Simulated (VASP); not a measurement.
Set up this calculation in VASP 6.6.1, as the native input.

| Quantity | Value |
| --- | --- |
| Task | relaxation of cell and atoms |
| Functional | PBE |
| Potentials or basis | VASP PAW PBE potentials, release 64 (Cd, F) |
| Cutoff | 600 eV |
| k mesh | 21 × 21 × 21 |
| Occupations | gaussian, width 0.1 eV |
| Spin | no spin polarisation |
| Dipole correction | no |
| Further INCAR settings | ALGO = Normal; EDIFF = 1e-06; IBRION = 2; EDIFFG = -0.01; NSW = 100; ISIF = 3 |

The structure of CdF lies in POSCAR:

```
CdF
1.0
    1.5970464177      0.9220551792      3.7055338284
   -1.5970464177      0.9220551792      3.7055338284
    0.0000000000     -1.8441103583      3.7055338284
Cd F
1 1
Direct
    0.5000000000      0.5000000000      0.5000000000
    0.0000000000      0.0000000000      0.0000000000
```

These files were run (other wordings do the same):

INCAR

```
PREC     = Accurate       # precision mode
ENCUT    = 600            # plane-wave cutoff, eV
EDIFF    = 1E-6           # SCF threshold, eV
ISMEAR   = 0              # smearing method
SIGMA    = 0.1            # smearing width, eV
LREAL    = False          # projectors in reciprocal space
LASPH    = True           # aspherical terms in the spheres
NELM     = 100            # most SCF steps
ALGO     = Normal         # electronic algorithm
ISIF     = 3              # what is computed and relaxed
LWAVE    = False          # write WAVECAR
LCHARG   = False          # write CHGCAR
GGA      = PE             # functional
IBRION   = 2              # ionic algorithm
NSW      = 100            # ionic steps
EDIFFG   = -0.01          # ionic threshold
```

KPOINTS

```
Automatic mesh
0
Gamma
  21 21 21
```

Potentials or basis: VASP PAW PBE potentials, release 64 (Cd, F).

The run is started by

```console
$ cat potpaw_PBE.64/Cd/POTCAR potpaw_PBE.64/F/POTCAR > POTCAR
$ mpirun -np 1 vasp_std > vasp.out
```

It gave:

- Relaxed volume: 16.36 Å³/atom
- Relaxed cell: a = 4.130 Å, b = 4.130 Å, c = 4.130 Å, α = 45.55°, β = 45.55°, γ = 45.55°
- Space group after relaxing (to 0.05 Å): R-3m (No. 166)
- Energy gained by relaxing: 0.0 meV/atom
- Ionic steps: 4
- Pressure after relaxing: 0.0 GPa

Caveat: an odd number of electrons without spin polarisation forces a metal; a magnetic or distorted state may lie lower.

It took 22 min on 1 thread of AMD EPYC 7R43 64-Core Processor (Zen 3) (shared host), peak memory 0.57 GiB.
